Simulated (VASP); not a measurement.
# SiC in VASP: further runs, part 2 of 3

VASP 6.6.1.

## (5) Single point, r2SCAN (uniaxial x strain -1.6%)

File POSCAR:

```
SiC
1.0
    0.0000000000      2.1780523476      2.1780523476
    2.1429857048      0.0000000000      2.1780523476
    2.1429857048      2.1780523476      0.0000000000
Si C
1 1
Direct
    0.0000000000      0.0000000000      0.0000000000
    0.2500000000      0.2500000000      0.2500000000
```

File INCAR.step1:

```
PREC = Accurate
ENCUT = 520
ISMEAR = 0
SIGMA = 0.01
LREAL = False
LASPH = True
NELM = 60
NBANDS = 11
GGA = PE
ALGO = Normal
EDIFF = 1E-4
LWAVE = True
LCHARG = False
```

File INCAR.step2:

```
PREC = Accurate
ENCUT = 520
EDIFF = 1E-6
ISMEAR = 0
SIGMA = 0.01
LREAL = False
LASPH = True
NELM = 60
ALGO = Normal
ISIF = 2
LWAVE = False
LCHARG = False
METAGGA = R2SCAN
LMIXTAU = True
NBANDS = 11
ISTART = 1
```

File KPOINTS:

```
regular mesh
0
Gamma
  10 10 10
```

Potentials or basis: VASP PAW PBE potentials, release 64 (Si, C).

Run with:

```sh
$ cat potpaw_PBE.64/Si/POTCAR potpaw_PBE.64/C/POTCAR > POTCAR
$ cp INCAR.step1 INCAR
$ mpirun -np 1 vasp_std > vasp.out
$ cp INCAR.step2 INCAR
$ mpirun -np 1 vasp_std > vasp.out
```

OUTCAR:

```text
PREC = Accurate
   ENCUT = 520
   EDIFF = 1E-6
   ISMEAR = 0
   LREAL = False
   LASPH = True
   NELM = 60
   ISIF = 2
   METAGGA = R2SCAN
   ISTART = 1

 ion  position               nearest neighbor table
   1  0.000  0.000  0.000-   2 1.88   2 1.88   2 1.88   2 1.88
   2  0.250  0.250  0.250-   1 1.88   1 1.88   1 1.88   1 1.88

  LATTYP: Found a body centered tetragonal cell.
 ALAT       =     3.0802311695
 C/A-ratio  =     1.3914447240

  Lattice vectors:

 A1 = (  -2.1429857048,   0.0000000000,  -2.1780523476)
 A2 = (  -2.1429857048,   0.0000000000,   2.1780523476)
 A3 = (   2.1429857048,   2.1780523476,   0.0000000000)

Analysis of symmetry for initial positions (statically):
=====================================================================
 Subroutine PRICEL returns:
 Original cell was already a primitive cell.

 Routine SETGRP: Setting up the symmetry group for a
 body centered tetragonal supercell.

 Subroutine GETGRP returns: Found  8 space group operations
 (whereof  8 operations were pure point group operations)
 out of a pool of 16 trial point group operations.

The static configuration has the point symmetry D_2d.

Analysis of symmetry for dynamics (positions and initial velocities):
=====================================================================
 Subroutine PRICEL returns:
 Original cell was already a primitive cell.

 Routine SETGRP: Setting up the symmetry group for a
 body centered tetragonal supercell.

 Subroutine GETGRP returns: Found  8 space group operations
 (whereof  8 operations were pure point group operations)
 out of a pool of 16 trial point group operations.

The dynamic configuration has the point symmetry D_2d.

 Subroutine INISYM returns: Found  8 space group operations
 (whereof  8 operations are pure point group operations),
 and found     1 'primitive' translations

----------------------------------------------------------------------------------------

                                     Primitive cell

  volume of cell :      20.3323

  direct lattice vectors                    reciprocal lattice vectors
     0.000000000  2.178052348  2.178052348    -0.233319335  0.229562894  0.229562894
     2.142985705  0.000000000  2.178052348     0.233319335 -0.229562894  0.229562894
     2.142985705  2.178052348  0.000000000     0.233319335  0.229562894 -0.229562894

  length of vectors
     3.080231170  3.055535920  3.055535920     0.399795143  0.399795143  0.399795143

  position of ions in fractional coordinates (direct lattice)
     0.000000000  0.000000000  0.000000000
     0.250000000  0.250000000  0.250000000

  ion indices of the primitive-cell ions
   primitive index   ion index
                 1           1
                 2           2

----------------------------------------------------------------------------------------

 KPOINTS: regular mesh

Automatic generation of k-mesh.
 Grid dimensions read from file:
 generate k-points for:   10   10   10

 Generating k-lattice:

  Cartesian coordinates                     Fractional coordinates (reciprocal lattice)
    -0.023331934  0.022956289  0.022956289     0.100000000 -0.000000000 -0.000000000
     0.023331934 -0.022956289  0.022956289     0.000000000  0.100000000  0.000000000
     0.023331934  0.022956289 -0.022956289     0.000000000  0.000000000  0.100000000

  Length of vectors
     0.039979514  0.039979514  0.039979514

  Shift w.r.t. Gamma in fractional coordinates (k-lattice)
     0.000000000  0.000000000  0.000000000

 Subroutine IBZKPT returns following result:
 ===========================================

 Found    102 irreducible k-points:

 Following reciprocal coordinates:
            Coordinates               Weight
  0.000000  0.000000  0.000000      1.000000
  0.100000  0.000000  0.000000      8.000000
  0.200000  0.000000  0.000000      8.000000
  0.300000  0.000000  0.000000      8.000000
  0.400000  0.000000  0.000000      8.000000
  0.500000  0.000000  0.000000      4.000000
[... 16 lines left out ...]
  0.300000  0.300000  0.000000      4.000000
  0.400000  0.300000  0.000000     16.000000
 [... further k-points ...]
   k-points           NKPTS =    102   k-points in BZ     NKDIM =    102   number of bands    NBANDS=     11
   number of dos      NEDOS =    301   number of ions     NIONS =      2
   total plane-waves  NPLWV =  13824
   dimension x,y,z NGX =    24 NGY =   24 NGZ =   24
   dimension x,y,z NGXF=    48 NGYF=   48 NGZF=   48
   ions per type =               1   1
   NGX,Y,Z   is equivalent  to a cutoff of  12.95, 13.06, 13.06 a.u.
   NGXF,Y,Z  is equivalent  to a cutoff of  25.91, 26.12, 26.12 a.u.
 SYSTEM =  unknown system
   PREC   = accura    normal or accurate (medium, high low for compatibility)
   ISTART =      1    job   : 0-new  1-cont  2-samecut
   ICHARG =      0    charge: 1-file 2-atom 10-const
   ISPIN  =      1    spin polarized calculation?
   LNONCOLLINEAR =      F non collinear calculations
   LSORBIT =      F    spin-orbit coupling
   LASPH  =      T    aspherical Exc in radial PAW
   ENCUT  =  520.0 eV  38.22 Ry    6.18 a.u.   5.73  5.68  5.68*2*pi/ulx,y,z
   NELM   =     60;   NELMIN=  2; NELMDL=  0     # of ELM steps
   EDIFF  = 0.1E-05   stopping-criterion for ELM
   LREAL  =      F    real-space projection
   EDIFFG = 0.1E-04   stopping-criterion for IOM
   NSW    =      0    number of steps for IOM
   IBRION =     -1    ionic relax: 0-MD 1-quasi-New 2-CG
   NFREE  =      0    steps in history (QN), initial steepest desc. (CG)
   ISIF   =      2    stress and relaxation
   ISYM   =      2    0-nonsym 1-usesym 2-fastsym
   POTIM  = 0.5000    time-step for ionic-motion
   TEBEG  =    0.0;   TEEND  =   0.0 temperature during run
   PSTRESS=    0.0 pullay stress
   NELECT =       8.0000    total number of electrons
   NUPDOWN=      -1.0000    fix difference up-down
   EMIN   =  10.00;   EMAX   =-10.00  energy-range for DOS
   EFERMI =   0.00;   METHOD = LEGACY
   ISMEAR =     0;   SIGMA  =   0.01  broadening in eV -4-tet -1-fermi 0-gaus
   EFERMI_NEDOS =   21; number of points for ismear=-14 and -15
   IALGO  =     38    algorithm
   IMIX   =      4    mixing-type and parameters
     AMIX     =   0.40;   BMIX     =  1.00
     AMIX_MAG =   1.60;   BMIX_MAG =  1.00
  volume/ion in A,a.u.               =      10.17        68.60
  Fermi-wavevector in a.u.,A,eV,Ry     =   1.199618  2.266949 19.579907  1.439083
  Thomas-Fermi vector in A             =   2.335476
   LORBIT       =      0    0 simple, 1 ext, 2 COOP (PROOUT), +10 PAW based schemes
   METAGGA = R2SCAN    functional components
   LHFCALC =     F    Hartree Fock is set to
   AEXX    =    0.0000 exact exchange contribution
   IVDW    =     0    specifies the selected vdW correction
   LEPSILON=     F    determine dielectric tensor
   LRPA    =     F    only Hartree local field effects (RPA)
 non-spin polarized calculation
 Gauss-broadening in eV      SIGMA  =   0.01
  energy-cutoff  :      520.00
  volume of cell :       20.33
 maximum number of plane-waves:       560
   NGX = 11   NGY = 11   NGZ = 11

 number of electron       8.0000000 magnetization

 Free energy of the ion-electron system (eV)
  ---------------------------------------------------
  ext. energy  EPLUGINS =         0.00000000
  ---------------------------------------------------
  free energy    TOTEN  =       -19.32019756 eV

  energy without entropy =      -19.32019756  energy(sigma->0) =      -19.32019756

 E-fermi :   8.3402     XC(G=0): -12.0135

 val. band max:        8.2549581956   @ k =   0.0000   0.0000   0.0000
 cond. band min:       9.7915906659   @ k =   0.0000   0.5000   0.5000
 fundamental gap:      1.5366324703
 Fermi energy:         8.3401775216

 k-point     1 :       0.0000    0.0000    0.0000
  band No.  band energies     occupation
      1      -8.1401      2.00000
      2       8.1430      2.00000
      3       8.1430      2.00000
      4       8.2550      2.00000
      5      15.2332      0.00000
      6      16.1296      0.00000
      7      16.1776      0.00000
      8      16.1776      0.00000
      9      23.2362      0.00000
     10      23.7447      0.00000
     11      26.2351      0.00000
[... 309 lines left out ...]
 k-point    24 :       0.4000    0.3000    0.0000
  band No.  band energies     occupation
      1      -4.8869      2.00000
      2       2.2787      2.00000
      3       4.8991      2.00000
      4       5.4641      2.00000
      5      11.5311      0.00000
      6      14.5089      0.00000
      7      20.7401      0.00000
      8      21.3031      0.00000
      9      23.1857      0.00000
     10      27.4773      0.00000
     11      30.9029      0.00000

 [... further k-points ...]
[... 5 lines left out ...]
  --------------------------------------------------------------------------------------
  -------------------------------------------------------------------------------------
  Total        0.8340894      0.2730597      0.2730597      0.0000000      0.0000000     -0.0000000
  in kB       65.7260146     21.5170250     21.5170250      0.0000000      0.0000000     -0.0000000
  external PRESSURE =      36.2533548 kB  Pullay stress =       0.0000000 kB

 VOLUME and BASIS-vectors are now :
 -----------------------------------------------------------------------------
  energy-cutoff  :      520.00
  volume of cell :       20.33
      direct lattice vectors                 reciprocal lattice vectors
     0.000000000  2.178052348  2.178052348    -0.233319335  0.229562894  0.229562894
     2.142985705  0.000000000  2.178052348     0.233319335 -0.229562894  0.229562894
     2.142985705  2.178052348  0.000000000     0.233319335  0.229562894 -0.229562894

 POSITION                                       TOTAL-FORCE (eV/Angst)
 -----------------------------------------------------------------------------------
      0.00000      0.00000      0.00000        -0.000000      0.000000      0.000000
      1.07149      1.08903      1.08903         0.000000     -0.000000     -0.000000
 -----------------------------------------------------------------------------------
    total drift:                               -0.000001     -0.000001     -0.000001

  FREE ENERGIE OF THE ION-ELECTRON SYSTEM (eV)
  ---------------------------------------------------
  free  energy   TOTEN  =       -19.3201975565 eV

  energy  without entropy=      -19.3201975565  energy(sigma->0) =      -19.32019756
```

OSZICAR.step1:

```text
N       E                     dE             d eps       ncg     rms          rms(c)
DAV:   1     0.383066363936E+01    0.38307E+01   -0.39767E+03  2308   0.615E+02
DAV:   2    -0.162885630172E+02   -0.20119E+02   -0.19077E+02  2815   0.110E+02
DAV:   3    -0.169449049033E+02   -0.65634E+00   -0.65521E+00  2760   0.165E+01
DAV:   4    -0.169473198308E+02   -0.24149E-02   -0.24148E-02  2640   0.127E+00
DAV:   5    -0.169473303708E+02   -0.10540E-04   -0.10540E-04  2755   0.789E-02    0.899E+00
DAV:   6    -0.151057099606E+02    0.18416E+01   -0.65190E+00  2517   0.115E+01    0.400E+00
DAV:   7    -0.150507414583E+02    0.54969E-01   -0.40896E-01  2699   0.364E+00    0.182E+00
DAV:   8    -0.150428746259E+02    0.78668E-02   -0.20679E-02  2538   0.957E-01    0.171E-01
DAV:   9    -0.150429734077E+02   -0.98782E-04   -0.16239E-03  2835   0.230E-01    0.114E-01
DAV:  10    -0.150430809803E+02   -0.10757E-03   -0.22995E-04  2466   0.928E-02    0.264E-02
DAV:  11    -0.150430829762E+02   -0.19959E-05   -0.38347E-05  1398   0.331E-02
   1 F= -.15043083E+02 E0= -.15043083E+02  d E =-.164340E-91
```

Run time: 27 s. Hardware: 1 thread of Intel Xeon 6975P-C (Granite Rapids), shared host; peak memory 0.15 GiB.

What came out:

- Free energy: -19.3202 eV
- Pressure: 3.6 GPa
- Band gap on the k mesh: 1.54 eV, indirect (least direct gap 5.06 eV)

Caveat: the cell differs from its parent crystal (uniaxial x strain -1.6%); the PAW data sets were made with another functional, which shifts forces and pressure a little. A k mesh can miss the band edges.

(Part 2 of 3 ends here.)
